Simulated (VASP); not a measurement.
A run of VASP 6.6.1 is set up as follows.

Contents of INCAR:

```
PREC = Accurate ; ENCUT = 520
EDIFF = 1E-7 ; ISMEAR = -1
SIGMA = 0.08 ; LREAL = False
LASPH = True ; NELM = 80
ALGO = Normal ; ISIF = 2
LWAVE = False ; LCHARG = False
GGA = PS ; NBANDS = 11
```

Contents of KPOINTS:

```
Automatic mesh
0
Gamma
  15 15 15
```

The input POSCAR:

```
Hf
1.0
   -1.4728773541      1.4728773541      1.4728773541
    1.4728773541     -1.4728773541      1.4728773541
    1.4728773541      1.4728773541     -1.4728773541
Hf
1
Direct
    0.0000000000      0.0000000000      0.0000000000
```

Potentials or basis: VASP PAW PBE potentials, release 64 (Hf_pv).

Command:

```console
$ cat potpaw_PBE.64/Hf_pv/POTCAR > POTCAR
$ mpirun -np 1 vasp_std > vasp.out
```

Question: Estimate the band gap on the k mesh.

Answer: Zero (band 5 reaches 10.54 eV, above the bottom of band 6 at 7.68 eV).

Question: What does it give for the pressure?

Answer: 128.5 GPa.

Caveat: the PAW data sets were made with another functional, which shifts forces and pressure a little; spin-orbit coupling is left out, which moves the levels of the heavy elements.
